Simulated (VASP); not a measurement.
Set up this calculation in VASP 6.6.1, as the native input.

| Quantity | Value |
| --- | --- |
| Task | single point |
| Functional | PBEsol |
| Potentials or basis | VASP PAW PBE potentials, release 64 (N, Ti_sv, F) |
| Cutoff | 520 eV |
| k mesh | 12 × 12 × 1 |
| Occupations | gaussian, width 0.1 eV |
| Spin | no spin polarisation |
| Dipole correction | yes |
| Further INCAR settings | ALGO = Normal; EDIFF = 1e-07; NBANDS = 48 |

The structure of Ti4N4F lies in POSCAR:

```
Ti4N4F
1.0
    2.9726300472      0.0000000000      0.0000000000
   -1.4863150236      2.5743731369      0.0000000000
    0.0000000000      0.0000000000     27.4949979446
N Ti F
4 4 1
Direct
    0.3333333333      0.6666666667      0.3091471408
    0.0000000000      0.0000000000      0.3974229164
    0.6666666666      0.3333333333      0.4854147359
    0.3333333333      0.6666666667      0.5753533913
    0.6666666666      0.3333333333      0.3532850285
    0.3333333333      0.6666666667      0.4415608042
    0.0000000000      0.0000000000      0.5302006077
    0.6666666666      0.3333333333      0.6138598945
    0.9166666666      0.8333333333      0.6447208010
```

These files were run (other wordings do the same):

INCAR

```
SYSTEM = Ti4N4F
  PREC = Accurate
  ENCUT = 520
  EDIFF = 1E-7
  ISMEAR = 0
  SIGMA = 0.1
  LREAL = .FALSE.
  LASPH = .TRUE.
  NELM = 80
  ALGO = Normal
  ISIF = 2
  LWAVE = .FALSE.
  LCHARG = .TRUE.
  LDIPOL = .TRUE.
  IDIPOL = 3
  DIPOL = 0.5 0.5 0.483
  GGA = PS
  LELF = .TRUE.
  LVHAR = .TRUE.
  LVACPOTAV = .TRUE.
  NBANDS = 48
```

KPOINTS

```
regular mesh
0
G
  12 12 1
  0 0 0
```

Potentials or basis: VASP PAW PBE potentials, release 64 (N, Ti_sv, F).

Command:

```bash
$ cat potpaw_PBE.64/N/POTCAR potpaw_PBE.64/Ti_sv/POTCAR potpaw_PBE.64/F/POTCAR > POTCAR
$ mpirun -np 1 vasp_std > vasp.out
```

Results of the run:

The largest force is 18.645 eV/Å and the band gap on the k mesh is zero (an odd number of electrons rules out a gap without spin polarisation).

Caveat: the PAW data sets were made with another functional, which shifts forces and pressure a little; an odd number of electrons without spin polarisation forces a metal; a magnetic or distorted state may lie lower.

Run time: 10 min on 1 thread of Intel(R) Xeon(R) 6975P-C (Granite Rapids), with other jobs on the host, peak memory 0.56 GiB.
